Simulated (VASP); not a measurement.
MgO, 8 atoms in the cell. The typed cell holds 8 atoms: a = 3.280 Å, b = 3.280 Å, c = 10.515 Å, α = 90.00°, β = 90.00°, γ = 120.00°.  This cell differs from its parent crystal: atom 6 (O) moved by -0.220 Å along [1 0 0] and -0.220 Å along [0 0 1].

```yaml
Program: VASP 6.6.1
Task: single point
Functional: PBE
Potentials_or_basis: VASP PAW PBE potentials, release 64 (Mg, O)
Cutoff: 520 eV
k_mesh: 9 × 9 × 2
Occupations: gaussian, width 0.05 eV
Spin: no spin polarisation
Dipole_correction: no
Further_INCAR_settings: ALGO = Normal; EDIFF = 1e-07; NBANDS = 26
```

Potentials or basis: VASP PAW PBE potentials, release 64 (Mg, O).

Command:

```sh
$ cat potpaw_PBE.64/Mg/POTCAR potpaw_PBE.64/O/POTCAR > POTCAR
$ mpirun -np 1 vasp_std > vasp.out
```

Hardware: 1 thread of Intel(R) Xeon(R) Platinum 8488C (Sapphire Rapids), on a shared host.

Question: Estimate the wall time of this run.

Answer: Run time: 3.1 min on 1 thread of Intel(R) Xeon(R) Platinum 8488C (Sapphire Rapids) (shared host), peak memory 0.3 GiB. Counts: scf iterations 17, k points 82.
